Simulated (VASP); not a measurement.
# Y (Im-3m) in VASP: further runs

Runs on Y. Level: PBE. Tasks: single point.

Everything below comes from runs of VASP 6.6.1. Logs are shortened: lines on timing, memory, paths and dates and some standing lists are left out, and cuts for length are marked.

## 1. The cell of the first run

Symmetry: Im-3m, No. 229, cubic system. Conventional cell: a = 3.933 Å, b = 3.933 Å, c = 3.933 Å, α = 90.00°, β = 90.00°, γ = 90.00°. Y (site symmetry m-3m) has 14 Y at 3.41 to 3.93 Å within 4.5 Å.

## 2. Single point, PBE (volume scaled by 0.92)

INCAR reads:

```
PREC     = Accurate       # precision mode
ENCUT    = 520            # plane-wave cutoff, eV
EDIFF    = 1E-7           # SCF threshold, eV
ISMEAR   = -1             # smearing method
SIGMA    = 0.08           # smearing width, eV
LREAL    = F              # projectors in reciprocal space
LASPH    = T              # aspherical terms in the spheres
NELM     = 80             # most SCF steps
ALGO     = Normal         # electronic algorithm
ISIF     = 2              # what is computed and relaxed
LWAVE    = F              # write WAVECAR
LCHARG   = F              # write CHGCAR
GGA      = PE             # functional
NBANDS   = 12             # bands
```

KPOINTS reads:

```
Automatic mesh
0
Gamma
  13 13 13
```

POSCAR reads:

```
Y
1.0
   -1.9662861831      1.9662861831      1.9662861831
    1.9662861831     -1.9662861831      1.9662861831
    1.9662861831      1.9662861831     -1.9662861831
Y
1
Direct
    0.0000000000      0.0000000000      0.0000000000
```

Potentials or basis: VASP PAW PBE potentials, release 64 (Y_sv).

The run is started by

```
$ cat potpaw_PBE.64/Y_sv/POTCAR > POTCAR
$ mpirun -np 1 vasp_std > vasp.out
```

OUTCAR:

```text
PREC = Accurate
   ENCUT = 520
   EDIFF = 1E-7
   ISMEAR = -1
   LREAL = F
   LASPH = T
   NELM = 80
   ISIF = 2
   GGA = PE

 ion  position               nearest neighbor table
   1  0.000  0.000  0.000-

  LATTYP: Found a body centered cubic cell.
 ALAT       =     3.9325723662

  Lattice vectors:

 A1 = (  -1.9662861831,   1.9662861831,   1.9662861831)
 A2 = (   1.9662861831,  -1.9662861831,   1.9662861831)
 A3 = (   1.9662861831,   1.9662861831,  -1.9662861831)

Analysis of symmetry for initial positions (statically):
=====================================================================
 Subroutine PRICEL returns:
 Original cell was already a primitive cell.

 Routine SETGRP: Setting up the symmetry group for a
 body centered cubic supercell.

 Subroutine GETGRP returns: Found 48 space group operations
 (whereof 48 operations were pure point group operations)
 out of a pool of 48 trial point group operations.

The static configuration has the point symmetry O_h .

Analysis of symmetry for dynamics (positions and initial velocities):
=====================================================================
 Subroutine PRICEL returns:
 Original cell was already a primitive cell.

 Routine SETGRP: Setting up the symmetry group for a
 body centered cubic supercell.

 Subroutine GETGRP returns: Found 48 space group operations
 (whereof 48 operations were pure point group operations)
 out of a pool of 48 trial point group operations.

The dynamic configuration has the point symmetry O_h .

 Subroutine INISYM returns: Found 48 space group operations
 (whereof 48 operations are pure point group operations),
 and found     1 'primitive' translations

----------------------------------------------------------------------------------------

                                     Primitive cell

  volume of cell :      30.4089

  direct lattice vectors                    reciprocal lattice vectors
    -1.966286183  1.966286183  1.966286183     0.000000000  0.254286484  0.254286484
     1.966286183 -1.966286183  1.966286183     0.254286484  0.000000000  0.254286484
     1.966286183  1.966286183 -1.966286183     0.254286484  0.254286484  0.000000000

  length of vectors
     3.405707571  3.405707571  3.405707571     0.359615394  0.359615394  0.359615394

  position of ions in fractional coordinates (direct lattice)
     0.000000000  0.000000000  0.000000000

  ion indices of the primitive-cell ions
   primitive index   ion index
                 1           1

----------------------------------------------------------------------------------------

 KPOINTS: Automatic mesh

Automatic generation of k-mesh.
 Grid dimensions read from file:
 generate k-points for:   13   13   13

 Generating k-lattice:

  Cartesian coordinates                     Fractional coordinates (reciprocal lattice)
     0.000000000  0.019560499  0.019560499     0.076923077  0.000000000  0.000000000
     0.019560499  0.000000000  0.019560499     0.000000000  0.076923077  0.000000000
     0.019560499  0.019560499  0.000000000     0.000000000  0.000000000  0.076923077

  Length of vectors
     0.027662723  0.027662723  0.027662723

  Shift w.r.t. Gamma in fractional coordinates (k-lattice)
     0.000000000  0.000000000  0.000000000

 Subroutine IBZKPT returns following result:
 ===========================================

 Found     84 irreducible k-points:

 Following reciprocal coordinates:
            Coordinates               Weight
  0.000000  0.000000  0.000000      1.000000
  0.076923  0.000000  0.000000     12.000000
  0.153846  0.000000  0.000000     12.000000
  0.230769  0.000000  0.000000     12.000000
  0.307692  0.000000  0.000000     12.000000
  0.384615  0.000000  0.000000     12.000000
[... 16 lines left out ...]
  0.153846  0.076923  0.076923     24.000000
  0.230769  0.076923  0.076923     24.000000
 [... further k-points ...]
   k-points           NKPTS =     84   k-points in BZ     NKDIM =     84   number of bands    NBANDS=     12
   number of dos      NEDOS =    301   number of ions     NIONS =      1
   total plane-waves  NPLWV =  21952
   dimension x,y,z NGX =    28 NGY =   28 NGZ =   28
   dimension x,y,z NGXF=    56 NGYF=   56 NGZF=   56
   ions per type =               1
   NGX,Y,Z   is equivalent  to a cutoff of  13.67, 13.67, 13.67 a.u.
   NGXF,Y,Z  is equivalent  to a cutoff of  27.34, 27.34, 27.34 a.u.
 SYSTEM =  unknown system
   PREC   = accura    normal or accurate (medium, high low for compatibility)
   ISTART =      0    job   : 0-new  1-cont  2-samecut
   ICHARG =      2    charge: 1-file 2-atom 10-const
   ISPIN  =      1    spin polarized calculation?
   LNONCOLLINEAR =      F non collinear calculations
   LSORBIT =      F    spin-orbit coupling
   LASPH  =      T    aspherical Exc in radial PAW
   ENCUT  =  520.0 eV  38.22 Ry    6.18 a.u.   6.33  6.33  6.33*2*pi/ulx,y,z
   NELM   =     80;   NELMIN=  2; NELMDL= -5     # of ELM steps
   EDIFF  = 0.1E-06   stopping-criterion for ELM
   LREAL  =      F    real-space projection
   EDIFFG = 0.1E-05   stopping-criterion for IOM
   NSW    =      0    number of steps for IOM
   IBRION =     -1    ionic relax: 0-MD 1-quasi-New 2-CG
   NFREE  =      0    steps in history (QN), initial steepest desc. (CG)
   ISIF   =      2    stress and relaxation
   ISYM   =      2    0-nonsym 1-usesym 2-fastsym
   POTIM  = 0.5000    time-step for ionic-motion
   TEBEG  =    0.0;   TEEND  =   0.0 temperature during run
   PSTRESS=    0.0 pullay stress
   NELECT =      11.0000    total number of electrons
   NUPDOWN=      -1.0000    fix difference up-down
   EMIN   =  10.00;   EMAX   =-10.00  energy-range for DOS
   EFERMI =   0.00;   METHOD = LEGACY
   ISMEAR =    -1;   SIGMA  =   0.08  broadening in eV -4-tet -1-fermi 0-gaus
   EFERMI_NEDOS =   21; number of points for ismear=-14 and -15
   IALGO  =     38    algorithm
   IMIX   =      4    mixing-type and parameters
     AMIX     =   0.40;   BMIX     =  1.00
     AMIX_MAG =   1.60;   BMIX_MAG =  1.00
  volume/ion in A,a.u.               =      30.41       205.21
  Fermi-wavevector in a.u.,A,eV,Ry     =   1.166467  2.204302 18.512692  1.360644
  Thomas-Fermi vector in A             =   2.302979
   LORBIT       =      0    0 simple, 1 ext, 2 COOP (PROOUT), +10 PAW based schemes
   GGA     = PE    functional components
   LHFCALC =     F    Hartree Fock is set to
   AEXX    =    0.0000 exact exchange contribution
   IVDW    =     0    specifies the selected vdW correction
   LEPSILON=     F    determine dielectric tensor
   LRPA    =     F    only Hartree local field effects (RPA)
 non-spin polarized calculation
  energy-cutoff  :      520.00
  volume of cell :       30.41
 maximum number of plane-waves:       836
 NGX is ok and might be reduce to    28
   NGX = 13   NGY = 13   NGZ = 13

 number of electron      10.9999999 magnetization

 Free energy of the ion-electron system (eV)
  ---------------------------------------------------
  ext. energy  EPLUGINS =         0.00000000
  ---------------------------------------------------
  free energy    TOTEN  =        -6.30864960 eV

  energy without entropy =       -6.25838156  energy(sigma->0) =       -6.28351558

 E-fermi :   3.5273     XC(G=0):  -9.7293

 val. band max:        3.5194975055   @ k =   0.3846   0.2308   0.0000
 cond. band min:       3.5284614792   @ k =  -0.3077   0.3077   0.2308
 fundamental gap:      0.0089639737
 Fermi energy:         3.5272695302

 k-point     1 :       0.0000    0.0000    0.0000
  band No.  band energies     occupation
      1     -39.1415      2.00000
      2     -18.7761      2.00000
      3     -18.7761      2.00000
      4     -18.7761      2.00000
      5      -1.4073      2.00000
      6       5.2785      0.00000
      7       5.2785      0.00000
      8       5.2785      0.00000
      9       7.3515      0.00000
     10       7.3515      0.00000
     11      14.0641      0.00000
     12      14.0641      0.00000

 k-point     2 :       0.0769    0.0000    0.0000
  band No.  band energies     occupation
      1     -39.1361      2.00000
      2     -18.8194      2.00000
      3     -18.7893      2.00000
      4     -18.7764      2.00000
      5      -1.2392      2.00000
      6       5.1527      0.00000
      7       5.2192      0.00000
      8       5.4416      0.00000
      9       7.1579      0.00000
     10       7.3464      0.00000
     11      14.2252      0.00000
     12      14.3839      0.00000

 k-point     3 :       0.1538    0.0000    0.0000
  band No.  band energies     occupation
      1     -39.1214      2.00000
      2     -18.9372      2.00000
      3     -18.8255      2.00000
      4     -18.7772      2.00000
      5      -0.7625      2.00000
      6       4.8344      0.00000
      7       4.9553      0.00000
      8       5.9223      0.00000
      9       6.9054      0.00000
     10       7.3545      0.00000
     11      14.5273      0.00000
     12      15.2790      0.00000

 k-point     4 :       0.2308    0.0000    0.0000
  band No.  band energies     occupation
      1     -39.1005      2.00000
      2     -19.0987      2.00000
      3     -18.8760      2.00000
      4     -18.7784      2.00000
      5      -0.0662      2.00000
      6       4.4431      0.00002
      7       4.4955      0.00001
      8       6.6932      0.00000
      9       6.9376      0.00000
     10       7.4221      0.00000
     11      14.3446      0.00000
     12      15.4736      0.00000

 k-point     5 :       0.3077    0.0000    0.0000
  band No.  band energies     occupation
      1     -39.0782      2.00000
      2     -19.2646      2.00000
      3     -18.9289      2.00000
      4     -18.7797      2.00000
      5       0.6739      2.00000
      6       4.0806      0.00198
      7       4.1436      0.00090
      8       7.1459      0.00000
      9       7.5778      0.00000
     10       7.6983      0.00000
     11      13.4831      0.00000
     12      14.2927      0.00000
[... 228 lines left out ...]
      1     -39.0370      2.00000
      2     -19.3139      2.00000
      3     -19.2050      2.00000
      4     -18.8633      2.00000
      5       2.7494      1.99988
      6       3.3199      1.86073
      7       3.5985      0.58225
      8       7.5071      0.00000
      9       7.8263      0.00000
     10      10.4571      0.00000
     11      11.5079      0.00000
     12      12.7552      0.00000

 k-point    22 :       0.0769    0.0769    0.0769
  band No.  band energies     occupation
      1     -39.1128      2.00000
      2     -19.0169      2.00000
      3     -18.8065      2.00000
      4     -18.8065      2.00000
      5      -0.4623      2.00000
      6       4.6232      0.00000
      7       4.6232      0.00000
      8       6.4090      0.00000
      9       7.1635      0.00000
     10       7.1635      0.00000
     11      14.7439      0.00000
     12      15.5142      0.00000

 k-point    23 :       0.1538    0.0769    0.0769
  band No.  band energies     occupation
      1     -39.0939      2.00000
      2     -19.1518      2.00000
      3     -18.8603      2.00000
      4     -18.8106      2.00000
      5       0.2173      2.00000
      6       4.2110      0.00039
      7       4.2272      0.00032
      8       7.1062      0.00000
      9       7.2652      0.00000
     10       7.4192      0.00000
     11      14.7892      0.00000
     12      15.3701      0.00000

 k-point    24 :       0.2308    0.0769    0.0769
  band No.  band energies     occupation
      1     -39.0737      2.00000
      2     -19.2804      2.00000
      3     -18.9282      2.00000
      4     -18.8150      2.00000
      5       0.9715      2.00000
      6       3.8957      0.01980
      7       3.8990      0.01900
      8       7.2568      0.00000
      9       7.6484      0.00000
     10       8.2709      0.00000
     11      13.8506      0.00000
     12      14.0909      0.00000

 [... further k-points ...]

------------------------ aborting loop because EDIFF is reached ----------------------------------------

  FORCE on cell =-STRESS in cart. coord.  units (eV):
  Direction    XX          YY          ZZ          XY          YZ          ZX
  --------------------------------------------------------------------------------------
  -------------------------------------------------------------------------------------
  Total        0.6643488      0.6643488      0.6643488     -0.0000000      0.0000000      0.0000000
  in kB       35.0031042     35.0031042     35.0031042     -0.0000000      0.0000000      0.0000000
  external PRESSURE =      35.0031042 kB  Pullay stress =       0.0000000 kB

 VOLUME and BASIS-vectors are now :
 -----------------------------------------------------------------------------
  energy-cutoff  :      520.00
  volume of cell :       30.41
      direct lattice vectors                 reciprocal lattice vectors
    -1.966286183  1.966286183  1.966286183     0.000000000  0.254286484  0.254286484
     1.966286183 -1.966286183  1.966286183     0.254286484  0.000000000  0.254286484
     1.966286183  1.966286183 -1.966286183     0.254286484  0.254286484  0.000000000

 POSITION                                       TOTAL-FORCE (eV/Angst)
 -----------------------------------------------------------------------------------
      0.00000      0.00000      0.00000         0.000000      0.000000     -0.000000
 -----------------------------------------------------------------------------------
    total drift:                                0.000000     -0.000000     -0.000000

  FREE ENERGIE OF THE ION-ELECTRON SYSTEM (eV)
  ---------------------------------------------------
  free  energy   TOTEN  =        -6.3086495965 eV

  energy  without entropy=       -6.2583815582  energy(sigma->0) =       -6.28351558
```

Run time: 33 s. Hardware: 1 thread of Intel Xeon Platinum 8488C (Sapphire Rapids), shared host; peak memory 0.19 GiB.

What came out:

```yaml
Free_energy: -6.3086 eV
Pressure: 3.5 GPa
```

Levels at points of the mesh, in eV from the Fermi level:
```csv
k point,band 1,band 2,band 3,band 4,band 5,band 6,band 7,band 8,band 9,band 10
"(0.00, 0.00, 0.00)",-42.67,-22.30,-22.30,-22.30,-4.93,1.75,1.75,1.75,3.82,3.82
```

(Part 1 of 2 ends here.)
